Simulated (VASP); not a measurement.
# Zr16HCO in VASP: further runs

The runs below take Zr16HCO through single point, with PBE.

All numbers are computed with VASP 6.6.1; they aren't measurements. Logs are shortened: lines on timing, memory, paths and dates and some standing lists are left out, and cuts for length are marked.

## (1) The cell of the first run

The cell holds a slab with vacuum, 19 atoms: a = 6.460 Å, b = 6.460 Å, c = 20.718 Å, α = 90.00°, β = 90.00°, γ = 60.00°.

## (2) Single point, PBE

Input file INCAR:

```
ALGO     = Normal         # electronic algorithm
EDIFF    = 1E-6           # SCF threshold, eV
ENCUT    = 520            # plane-wave cutoff, eV
GGA      = PE             # functional
GGA_COMPAT= False        
ISIF     = 2              # what is computed and relaxed
ISMEAR   = -1             # smearing method
LASPH    = True           # aspherical terms in the spheres
LCHARG   = False          # write CHGCAR
LREAL    = False          # projectors in reciprocal space
LWAVE    = False          # write WAVECAR
NBANDS   = 116            # bands
NELM     = 120            # most SCF steps
NELMDL   = -8           
PREC     = Accurate       # precision mode
SIGMA    = 0.05           # smearing width, eV
```

Input file KPOINTS:

```
k-points
0
Gamma
  3 3 1
```

Input file POSCAR:

```
Zr16HCO
1.0
    6.4600000000      0.0000000000      0.0000000000
    3.2300000000      5.5945240000      0.0000000000
    0.0000000000      0.0000000000     20.7180850000
Zr C H O
16 1 1 1
Direct
   -0.1666629726      0.3333259452      0.0482670092
    0.3333370274      0.3333259452      0.0482670092
   -0.1666663688      0.8333327375      0.0482670092
    0.3333336312      0.8333327375      0.0482670092
   -0.0004225281     -0.0021270800      0.1628673693
    0.5008538340     -0.0017695875      0.1647980496
   -0.0016770220      0.5016512576      0.1636010278
    0.5004010056      0.4996314253      0.1620999238
   -0.1724380317      0.3313776114      0.2976529925
    0.3468925421      0.3239238942      0.2981163558
   -0.1761803524      0.8424845438      0.2988548411
    0.3377134843      0.8391241149      0.3026293212
   -0.0003411529     -0.0016087160      0.4187693988
    0.5016377755     -0.0157832909      0.4291950728
    0.0382270145      0.4375707388      0.4028847261
    0.4980197972      0.5004000340      0.4160471395
    0.8047520952      0.9211150046      0.4896688087
    1.3546571561      0.2781469880      0.4641017739
    0.6977157249      1.1871072499      0.4708784620
```

Potentials or basis: VASP PAW PBE potentials, release 64 (Zr_sv, C, H, O).

Run with:

```
$ cat potpaw_PBE.64/Zr_sv/POTCAR potpaw_PBE.64/C/POTCAR potpaw_PBE.64/H/POTCAR potpaw_PBE.64/O/POTCAR > POTCAR
$ mpirun -np 1 vasp_std > vasp.out
```

OUTCAR:

```text
EDIFF = 1E-6
   ENCUT = 520
   GGA = PE
   ISIF = 2
   ISMEAR = -1
   LASPH = True
   LREAL = False
   NELM = 120
   NELMDL = -8
   PREC = Accurate

 ion  position               nearest neighbor table
   1  0.833  0.333  0.048-   8 3.01   5 3.03   7 3.03   4 3.23   3 3.23   2 3.23   2 3.23   3 3.23
                             4 3.23
   2  0.333  0.333  0.048-   8 3.01   7 3.04   6 3.06   3 3.23   4 3.23   1 3.23   1 3.23   4 3.23
                             3 3.23
   3  0.833  0.833  0.048-   5 3.01   7 3.03   6 3.05   2 3.23   1 3.23   4 3.23   4 3.23   1 3.23
                             2 3.23
   4  0.333  0.833  0.048-   8 3.01   5 3.02   6 3.05   1 3.23   2 3.23   3 3.23   3 3.23   2 3.23
                             1 3.23
   5  1.000  0.998  0.163-   3 3.01   4 3.02   1 3.03   7 3.21   6 3.22   8 3.23   8 3.23   6 3.24
                             7 3.25   9 3.36  11 3.37  12 3.46
   6  0.501  0.998  0.165-   4 3.05   3 3.05   2 3.06   7 3.21   5 3.22   8 3.22   8 3.24   5 3.24
                             7 3.25  10 3.31  11 3.31  12 3.38
   7  0.998  0.502  0.164-   3 3.03   1 3.03   2 3.04   5 3.21   6 3.21   8 3.22   8 3.24   6 3.25
                             5 3.25   9 3.37  11 3.39  10 3.40
   8  0.500  0.500  0.162-   1 3.01   2 3.01   4 3.01   6 3.22   7 3.22   5 3.23   5 3.23   7 3.24
                             6 3.24   9 3.35  10 3.37  12 3.48
   9  0.828  0.331  0.298-  15 2.83  16 3.07  13 3.13  10 3.13  11 3.17  12 3.23  12 3.24  11 3.29
                            10 3.33   8 3.35   5 3.36   7 3.37
  10  0.347  0.324  0.298-  15 2.79  16 3.06  11 3.10   9 3.13  12 3.16  12 3.30   6 3.31  14 3.32
                             9 3.33  11 3.36   8 3.37   7 3.40
  11  0.824  0.842  0.299-  10 3.10  13 3.10  15 3.13  12 3.15   9 3.17  14 3.25   9 3.29  12 3.31
                             6 3.31  10 3.36   5 3.37   7 3.39
  12  0.338  0.839  0.303-  16 3.02  13 3.06  14 3.14  11 3.15  10 3.16   9 3.23   9 3.24  10 3.30
                            11 3.31   6 3.38   5 3.46   8 3.48
  13  1.000  0.998  0.419-  19 2.02  17 2.15  15 2.99  12 3.06  11 3.10   9 3.13  14 3.21  16 3.22
                            16 3.24  14 3.27  15 3.52
  14  0.502  0.984  0.429-  18 1.80  17 2.18  19 2.39  15 3.01  12 3.14  16 3.15  13 3.21  11 3.25
                            13 3.27  10 3.32  16 3.33  15 3.54
  15  0.038  0.438  0.403-  18 2.18  10 2.79   9 2.83  13 2.99  14 3.01  11 3.13  16 3.20  16 3.32
                            13 3.52  14 3.54
  16  0.498  0.500  0.416-  19 2.11  18 2.29  12 3.02  10 3.06   9 3.07  14 3.15  15 3.20  13 3.22
                            13 3.24  15 3.32  14 3.33
  17  0.805  0.921  0.490-  19 1.55  13 2.15  14 2.18
  18  0.355  0.278  0.464-  14 1.80  15 2.18  16 2.29
  19  0.698  0.187  0.471-  17 1.55  13 2.02  16 2.11  14 2.39

  LATTYP: Found a hexagonal cell.
 ALAT       =     6.4599999061
 C/A-ratio  =     3.2071339476

  Lattice vectors:

 A1 = (  -3.2300000000,  -5.5945240000,   0.0000000000)
 A2 = (   6.4600000000,   0.0000000000,   0.0000000000)
 A3 = (   0.0000000000,   0.0000000000,  20.7180850000)

Analysis of symmetry for initial positions (statically):
=====================================================================
 Subroutine PRICEL returns:
 Original cell was already a primitive cell.

 Routine SETGRP: Setting up the symmetry group for a
 hexagonal supercell.

 Subroutine GETGRP returns: Found  1 space group operations
 (whereof  1 operations were pure point group operations)
 out of a pool of 24 trial point group operations.

The static configuration has the point symmetry C_1 .

Analysis of symmetry for dynamics (positions and initial velocities):
=====================================================================
 Subroutine PRICEL returns:
 Original cell was already a primitive cell.

 Routine SETGRP: Setting up the symmetry group for a
 hexagonal supercell.

 Subroutine GETGRP returns: Found  1 space group operations
 (whereof  1 operations were pure point group operations)
 out of a pool of 24 trial point group operations.

The dynamic configuration has the point symmetry C_1 .

 Subroutine INISYM returns: Found  1 space group operations
 (whereof  1 operations are pure point group operations),
 and found     1 'primitive' translations

----------------------------------------------------------------------------------------

                                     Primitive cell

  volume of cell :     748.7645

  direct lattice vectors                    reciprocal lattice vectors
[... 51 lines left out ...]

 KPOINTS: k-points

Automatic generation of k-mesh.
 Grid dimensions read from file:
 generate k-points for:    3    3    1

 Generating k-lattice:

  Cartesian coordinates                     Fractional coordinates (reciprocal lattice)
     0.051599587 -0.029791036  0.000000000     0.333333333  0.000000000  0.000000000
     0.000000000  0.059582072  0.000000000     0.000000000  0.333333333  0.000000000
     0.000000000  0.000000000  0.048267009     0.000000000  0.000000000  1.000000000

  Length of vectors
     0.059582071  0.059582072  0.048267009

  Shift w.r.t. Gamma in fractional coordinates (k-lattice)
     0.000000000  0.000000000  0.000000000

 Subroutine IBZKPT returns following result:
 ===========================================

 Found      5 irreducible k-points:

 Following reciprocal coordinates:
            Coordinates               Weight
  0.000000  0.000000  0.000000      1.000000
  0.333333  0.000000  0.000000      2.000000
  0.333333  0.333333  0.000000      2.000000
  0.000000  0.333333  0.000000      2.000000
 -0.333333  0.333333  0.000000      2.000000
   k-points           NKPTS =      5   k-points in BZ     NKDIM =      5   number of bands    NBANDS=    116
   number of dos      NEDOS =    301   number of ions     NIONS =     19
   total plane-waves  NPLWV = 368640
   dimension x,y,z NGX =    48 NGY =   48 NGZ =  160
   dimension x,y,z NGXF=    96 NGYF=   96 NGZF=  320
   ions per type =              16   1   1   1
   NGX,Y,Z   is equivalent  to a cutoff of  12.35, 12.35, 12.84 a.u.
   NGXF,Y,Z  is equivalent  to a cutoff of  24.71, 24.71, 25.68 a.u.
 SYSTEM =  unknown system
   PREC   = accura    normal or accurate (medium, high low for compatibility)
   ISTART =      0    job   : 0-new  1-cont  2-samecut
   ICHARG =      2    charge: 1-file 2-atom 10-const
   ISPIN  =      1    spin polarized calculation?
   LNONCOLLINEAR =      F non collinear calculations
   LSORBIT =      F    spin-orbit coupling
   LASPH  =      T    aspherical Exc in radial PAW
   ENCUT  =  520.0 eV  38.22 Ry    6.18 a.u.  12.01 12.01 38.52*2*pi/ulx,y,z
   NELM   =    120;   NELMIN=  2; NELMDL= -8     # of ELM steps
   EDIFF  = 0.1E-05   stopping-criterion for ELM
   LREAL  =      F    real-space projection
   EDIFFG = 0.1E-04   stopping-criterion for IOM
   NSW    =      0    number of steps for IOM
   IBRION =     -1    ionic relax: 0-MD 1-quasi-New 2-CG
   NFREE  =      0    steps in history (QN), initial steepest desc. (CG)
   ISIF   =      2    stress and relaxation
   ISYM   =      2    0-nonsym 1-usesym 2-fastsym
   POTIM  = 0.5000    time-step for ionic-motion
   TEBEG  =    0.0;   TEEND  =   0.0 temperature during run
   PSTRESS=    0.0 pullay stress
   NELECT =     203.0000    total number of electrons
   NUPDOWN=      -1.0000    fix difference up-down
   EMIN   =  10.00;   EMAX   =-10.00  energy-range for DOS
   EFERMI =   0.00;   METHOD = LEGACY
   ISMEAR =    -1;   SIGMA  =   0.05  broadening in eV -4-tet -1-fermi 0-gaus
   EFERMI_NEDOS =   21; number of points for ismear=-14 and -15
   IALGO  =     38    algorithm
   IMIX   =      4    mixing-type and parameters
     AMIX     =   0.40;   BMIX     =  1.00
     AMIX_MAG =   1.60;   BMIX_MAG =  1.00
  volume/ion in A,a.u.               =      39.41       265.94
  Fermi-wavevector in a.u.,A,eV,Ry     =   1.059559  2.002276 15.274784  1.122665
  Thomas-Fermi vector in A             =   2.194909
   LORBIT       =      0    0 simple, 1 ext, 2 COOP (PROOUT), +10 PAW based schemes
   GGA     = PE    functional components
   LHFCALC =     F    Hartree Fock is set to
   AEXX    =    0.0000 exact exchange contribution
   IVDW    =     0    specifies the selected vdW correction
   LEPSILON=     F    determine dielectric tensor
   LRPA    =     F    only Hartree local field effects (RPA)
 non-spin polarized calculation
  energy-cutoff  :      520.00
  volume of cell :      748.76
 maximum number of plane-waves:     20190
   NGX = 25   NGY = 25   NGZ = 77

 number of electron     203.0000004 magnetization

 Free energy of the ion-electron system (eV)
  ---------------------------------------------------
  ext. energy  EPLUGINS =         0.00000000
  ---------------------------------------------------
  free energy    TOTEN  =      -148.10588682 eV

  energy without entropy =     -147.89682433  energy(sigma->0) =     -148.00135557

 E-fermi :   2.5627     XC(G=0):  -6.5878

 val. band max:        2.5181964959   @ k =   0.0000   0.3333   0.0000
 cond. band min:       2.5694820654   @ k =   0.0000   0.3333   0.0000
 fundamental gap:      0.0512855695
 Fermi energy:         2.5627341501

 k-point     1 :       0.0000    0.0000    0.0000
  band No.  band energies     occupation
      1     -46.4709      2.00000
      2     -46.4571      2.00000
      3     -46.3634      2.00000
      4     -46.3569      2.00000
      5     -46.3545      2.00000
      6     -46.1871      2.00000
[... 569 lines left out ...]
    112       2.9718      0.00056
    113       3.1156      0.00003
 [bands above 113 left out]

------------------------ aborting loop because EDIFF is reached ----------------------------------------

  FORCE on cell =-STRESS in cart. coord.  units (eV):
  Direction    XX          YY          ZZ          XY          YZ          ZX
  --------------------------------------------------------------------------------------
  -------------------------------------------------------------------------------------
  Total        5.9528690      0.3942006      5.2343475     -2.0265202      2.4500775     -2.3737155
  in kB       12.7377183      0.8434953     11.2002539     -4.3362694      5.2425808     -5.0791843
  external PRESSURE =       8.2604892 kB  Pullay stress =       0.0000000 kB

 VOLUME and BASIS-vectors are now :
 -----------------------------------------------------------------------------
  energy-cutoff  :      520.00
  volume of cell :      748.76
      direct lattice vectors                 reciprocal lattice vectors
     6.460000000  0.000000000  0.000000000     0.154798762 -0.089373108  0.000000000
     3.230000000  5.594524000  0.000000000     0.000000000  0.178746217  0.000000000
     0.000000000  0.000000000 20.718085000     0.000000000  0.000000000  0.048267009

 POSITION                                       TOTAL-FORCE (eV/Angst)
 -----------------------------------------------------------------------------------
      6.46000      1.86480      1.00000         0.138904      0.003652     -0.134476
      3.23000      1.86480      1.00000        -0.141690     -0.023997     -0.058731
      8.07500      4.66210      1.00000        -0.031261     -0.034659     -0.142347
      4.84500      4.66210      1.00000         0.039560      0.124902     -0.174050
      9.68040      5.58262      3.37430        -0.032147     -0.037172      0.504608
      6.45980      5.58462      3.41430         0.034987     -0.011178      0.545369
[... 11 lines left out ...]
      3.18950      1.55610      9.61530        -1.462887      2.334180      0.197527
      5.11160      1.04678      9.75570        -0.449062     -0.810408      1.366716
 -----------------------------------------------------------------------------------
    total drift:                                0.000070      0.000158     -0.000060

  FREE ENERGIE OF THE ION-ELECTRON SYSTEM (eV)
  ---------------------------------------------------
  free  energy   TOTEN  =      -148.1058868186 eV

  energy  without entropy=     -147.8968243305  energy(sigma->0) =     -148.00135557
```

It took 60 min on 1 thread of Intel Xeon 8259CL, shared host; peak memory 0.93 GiB.

What came out:

```yaml
Free_energy: -148.1059 eV
Largest_force: 2.827 eV/Å
Band_gap_on_the_k_mesh: zero (an odd number of electrons rules out a gap without spin polarisation)
```

Forces on the atoms (eV/Å):
```
Zr   0.139  0.004 -0.134
Zr  -0.142 -0.024 -0.059
Zr  -0.031 -0.035 -0.142
Zr   0.040  0.125 -0.174
Zr  -0.032 -0.037  0.505
Zr   0.035 -0.011  0.545
Zr   0.032 -0.049  0.120
Zr  -0.058 -0.062  0.472
Zr  -0.365 -0.245 -1.379
Zr   0.244 -0.165 -1.205
Zr   0.087 -0.261 -0.557
Zr   0.122  0.168 -0.750
Zr   0.902 -0.528 -0.849
Zr   1.197 -1.025 -0.361
Zr   0.429  1.828  2.113
Zr  -0.322 -1.405  0.493
C   -0.364  0.199 -0.202
H   -1.463  2.334  0.198
O   -0.449 -0.810  1.367
```

Caveat: the k points lie up to 0.37 Å⁻¹ apart, too coarse for converged energies and pressures of a metal; there is no dipole correction, which matters where the two faces differ; an odd number of electrons without spin polarisation forces a metal; a magnetic or distorted state may lie lower.

## (3) Single point, PBE

Input file INCAR:

```
SYSTEM = Zr16HCO
PREC = Accurate
ENCUT = 520
EDIFF = 1E-6
ISMEAR = -1
SIGMA = 0.05
LREAL = .False.
LASPH = .True.
NELM = 120
ALGO = Normal
ISIF = 2
LWAVE = .False.
LCHARG = .False.
GGA = PE
NBANDS = 116
GGA_COMPAT = .False.
NELMDL = -8
```

Input file KPOINTS:

```
regular mesh
0
Gamma
  3 3 1
  0 0 0
```

Input file POSCAR:

```
Zr16HCO
1.0
    6.4600000000      0.0000000000      0.0000000000
    3.2300000000      5.5945240000      0.0000000000
    0.0000000000      0.0000000000     20.7180850000
Zr C H O
16 1 1 1
Direct
   -0.1666629726      0.3333259452      0.0482670092
    0.3333370274      0.3333259452      0.0482670092
   -0.1666663688      0.8333327375      0.0482670092
    0.3333336312      0.8333327375      0.0482670092
   -0.0005856562     -0.0069711025      0.1641464450
    0.5033324595     -0.0051478910      0.1680705529
    0.0003968578      0.4995778014      0.1609463423
    0.4985520600      0.4988091927      0.1617524013
   -0.1816237261      0.3157551920      0.2794177165
    0.3694425526      0.3126628825      0.2837376138
   -0.1689943432      0.8366574171      0.2897420297
    0.3353310475      0.8560871309      0.2932848282
    0.0202021264     -0.0394135408      0.4142902204
    0.5192833489     -0.0439536947      0.4346878585
    0.0185941745      0.4573936943      0.4003362280
    0.5045083274      0.5098378343      0.4085754065
    0.6504528836      1.2316329325      0.4902576662
    1.2583139379      0.5775826505      0.4584110935
    0.7460896484      1.2790900531      0.5301793095
```

Potentials or basis: VASP PAW PBE potentials, release 64 (Zr_sv, C, H, O).

Run with:

```
$ cat potpaw_PBE.64/Zr_sv/POTCAR potpaw_PBE.64/C/POTCAR potpaw_PBE.64/H/POTCAR potpaw_PBE.64/O/POTCAR > POTCAR
$ mpirun -np 1 vasp_std > vasp.out
```

Wall time 51 min (1 thread of AMD EPYC 7R43 (Zen 3), shared host); peak memory 0.85 GiB.

Results (log left out):

```
Free energy            : -147.9025 eV
Largest force          : 4.929 eV/Å
Band gap on the k mesh : zero (an odd number of electrons rules out a gap without spin polarisation)
```

Forces in eV/Å, atoms in the order of the input:
```
Zr   0.030 -0.076 -0.350
Zr  -0.032 -0.122 -0.210
Zr  -0.072  0.072 -0.156
Zr   0.054  0.092 -0.086
Zr   0.019 -0.045 -0.224
Zr  -0.025 -0.043 -0.516
Zr  -0.014 -0.276  0.030
Zr  -0.034  0.219 -0.226
Zr   0.820  0.259  0.808
Zr  -0.681  0.903  1.088
Zr   0.235 -0.774  0.782
Zr  -0.218 -0.342  0.290
Zr  -0.224  0.151  0.214
Zr   0.849  1.232 -0.557
Zr   0.684  0.245  0.027
Zr   1.237 -1.114 -1.893
C   -2.734 -2.572 -3.194
H   -2.336  1.052  1.054
O    2.442  1.138  3.120
```

Levels at points of the mesh, in eV from the Fermi level:
| k point | band 99 | band 100 | band 101 | band 102 | band 103 | band 104 |
| --- | --- | --- | --- | --- | --- | --- |
| (0.00, 0.00, 0.00) | 0.23 | 0.30 | 0.43 | 0.52 | 0.55 | 0.62 |

Caveat: the k points lie up to 0.37 Å⁻¹ apart, too coarse for converged energies and pressures of a metal; there is no dipole correction, which matters where the two faces differ; an odd number of electrons without spin polarisation forces a metal; a magnetic or distorted state may lie lower.

The gap in the log of VASP goes by the Fermi energy; the results here count the filled bands.